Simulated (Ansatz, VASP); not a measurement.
**Two plane-wave programs on SnTe**

File INCAR:

```
ALGO = Normal
EDIFF = 1E-6
EDIFFG = -0.01
ENCUT = 600
GGA = PE
IBRION = 2
ISIF = 3
ISMEAR = -1
IVDW = 13
LASPH = True
LCHARG = False
LREAL = False
LWAVE = False
NELM = 60
NSW = 60
PREC = Accurate
SIGMA = 0.05
```

KPOINTS

```
k-points
0
Gamma
  7 7 7
```

File POSCAR:

```
SnTe
1.0
    3.9047000000      0.0000000000      0.0000000000
    0.0000000000      3.9047000000      0.0000000000
    0.0000000000      0.0000000000      3.9047000000
Te Sn
1 1
Direct
    0.5000000000      0.5000000000      0.5000000000
    0.0000000000      0.0000000000      0.0000000000
```

input.yaml

```yaml
crystal:
  lattice:
    - [3.9047, 0.0, 0.0]
    - [0.0, 3.9047, 0.0]
    - [0.0, 0.0, 3.9047]
  atoms:
    - { symbol: Te, position: [0.5, 0.5, 0.5] }
    - { symbol: Sn, position: [0.0, 0.0, 0.0] }
hamiltonian:
  xc: pbe
  pseudopotentials: { kind: paw }
  dispersion: d4
kpoints:
  mp_grid: { grid: [7, 7, 7] }
scf:
  occupations: { method: fermi_dirac, width: 0.05 }
output:
  forces: true
  stress: true
  eigenvalues: true
  write_density: true
  write_potential: true
  elf: true
  volumetric_format: npy
relax:
  f_tol: 0.01
  max_steps: 40
  cell: { stress_tol: 0.05 }
```

Alike in both runs: task relaxation of cell and atoms; functional PBE; dispersion D4; k mesh 7 × 7 × 7; occupations fermi-dirac, width 0.05 eV; no spin polarisation.

```csv
,VASP,Ansatz
version,VASP 6.6.1,Ansatz 0.2.0
potentials or method,"VASP PAW PBE potentials, release 64 (Te, Sn_d)",Ansatz PAW
plane-wave cutoff (eV),600,420
valence electrons in the cell,20,30
```

```csv
,VASP,Ansatz,Ansatz less VASP
"gap on the k mesh at the Fermi level, each at its own relaxed structure (eV)",none,none,-
relaxed volume (Å³/atom),27.31,27.34,+0.033
relaxed cell length with the largest relative difference (Å),3.794,3.796,+0.0015
```

A gap of «none» marks a metal or a gap that the smearing closes. VASP's potentials hold 20 valence electrons a cell and Ansatz's 30, so a difference there can come from the potentials and not from the codes.

Neither program's run includes spin-orbit coupling. Noted on Ansatz's run: the plane-wave basis is chosen anew once the cell has moved, so the energies of steps on either side of that aren't comparable.
